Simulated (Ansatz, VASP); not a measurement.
## CaSi3N2: VASP beside Ansatz

```
Ca Si N
1.0
     5.04824    0.00000    0.00000
    -2.52412    4.37191    0.00000
     0.00000    0.00000    3.40979
Ca Si N
1 3 2
Direct
  0.00000 0.00000 0.00000
  0.50000 0.00000 0.50000
  0.50000 0.50000 0.50000
  0.00000 0.50000 0.50000
  0.33333 0.66667 0.00000
  0.66667 0.33333 0.00000
```

Change from the starting cell: species swapped into the HoCo3B2 type (P6/mmm, No. 191).

Alike in both runs: task relaxation of cell and atoms; functional PBE; k mesh 12 × 12 × 12; occupations gaussian, width 0.1 eV; no spin polarisation.

```csv
,VASP,Ansatz
version,VASP 6.6.1,Ansatz 0.2.0
potentials or method,"VASP PAW PBE potentials, release 64 (Ca_sv, Si, N), cutoff 600 eV","scalar-relativistic, plane waves, PAW"
valence electrons in the cell,32,32
```

```tsv
	VASP	Ansatz	Ansatz less VASP
gap on the k mesh at the Fermi level, each at its own relaxed structure (eV)	none	none	-
relaxed volume (Å³/atom)	12.59	12.57	-0.018
relaxed length of the cell vector where the two differ most in proportion (Å)	3.395	3.391	-0.0038
```

A gap of «none» marks a metal or a gap that the smearing closes.
